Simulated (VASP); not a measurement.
VSi2: single point with PBEsol

VSi2:

```
CELL_PARAMETERS angstrom
4.57063 0.00000 0.00000
-2.28531 3.95828 0.00000
0.00000 0.00000 6.37403
ATOMIC_POSITIONS crystal
V 0.50000 0.00000 0.00000
V 0.50000 0.50000 0.66667
V 0.00000 0.50000 0.33333
Si 0.16304 0.32609 0.00000
Si 0.83696 0.16304 0.66667
Si 0.67391 0.83696 0.33333
Si 0.83696 0.67391 0.00000
Si 0.16304 0.83696 0.66667
Si 0.32609 0.16304 0.33333
```

This cell differs from its parent crystal: volume scaled by 1.03, then relaxed in part.

```yaml
Program: VASP 6.6.1
Task: single point
Functional: PBEsol
Potentials_or_basis: VASP PAW PBE potentials, release 64 (V_sv, Si)
Cutoff: 520 eV
k_mesh: 12 × 12 × 6
Occupations: gaussian, width 0.1 eV
Spin: no spin polarisation
Dipole_correction: no
Further_INCAR_settings: ALGO = Normal; EDIFF = 1e-06; NBANDS = 42
```

```json
{
  "Pressure": "-4.9 GPa"
}
```

Levels at points of the mesh, in eV from the Fermi level:
```
           k point  band 30  band 31  band 32  band 33  band 34  band 35
(0.00, 0.00, 0.00)    -1.81    -1.81    -1.71     0.35     2.07     2.40
(0.50, 0.00, 0.00)    -0.58    -0.12     0.05     0.41     1.02     1.38
(0.00, 0.00, 0.50)    -1.85    -1.58     0.53     0.53     2.06     2.42
(0.50, 0.00, 0.50)    -1.27    -0.46    -0.06     0.81     1.25     1.70
```

Run time: 2.5 min on 1 thread of Intel(R) Xeon(R) 6975P-C (Granite Rapids), with other jobs on the host, peak memory 0.4 GiB.

Caveat: the PAW data sets were made with another functional, which shifts forces and pressure a little.
